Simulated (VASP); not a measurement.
# As: single point with PBE

The system is As, a slab with vacuum.

```
As
1.0
     3.43900    0.00000    0.00000
    -1.71950    2.97826    0.00000
     0.00000    0.00000   28.00000
As
2
Direct
  0.33333 0.66667 0.53193
  0.66667 0.33333 0.46807
```

```json
{
 "Program": "VASP 6.6.1",
 "Task": "single point",
 "Functional": "PBE",
 "Potentials or basis": "VASP PAW PBE potentials, release 64 (As)",
 "Cutoff": "520 eV",
 "k mesh": "9 × 9 × 1",
 "Occupations": "gaussian, width 0.02 eV",
 "Spin": "no spin polarisation",
 "Dipole correction": "yes",
 "Further INCAR settings": "ALGO = Normal; EDIFF = 1e-06; NBANDS = 12"
}
```

The largest force is 2.594 eV/Å and the band gap on the k mesh is zero (band 5 reaches -1.88 eV, above the bottom of band 6 at -2.86 eV).

Forces on the atoms (eV/Å):
```
As   0.000  0.000 -2.594
As   0.000  0.000  2.594
```

Levels at points of the mesh, in eV from the Fermi level:
| k point | band 3 | band 4 | band 5 | band 6 | band 7 | band 8 |
| --- | --- | --- | --- | --- | --- | --- |
| (0.00, 0.00, 0.00) | -3.00 | 0.57 | 0.57 | 1.57 | 2.91 | 2.91 |

Wall time 100 s on 1 thread of Intel(R) Xeon(R) Platinum 8488C (Sapphire Rapids) (shared host), peak memory 0.4 GiB.
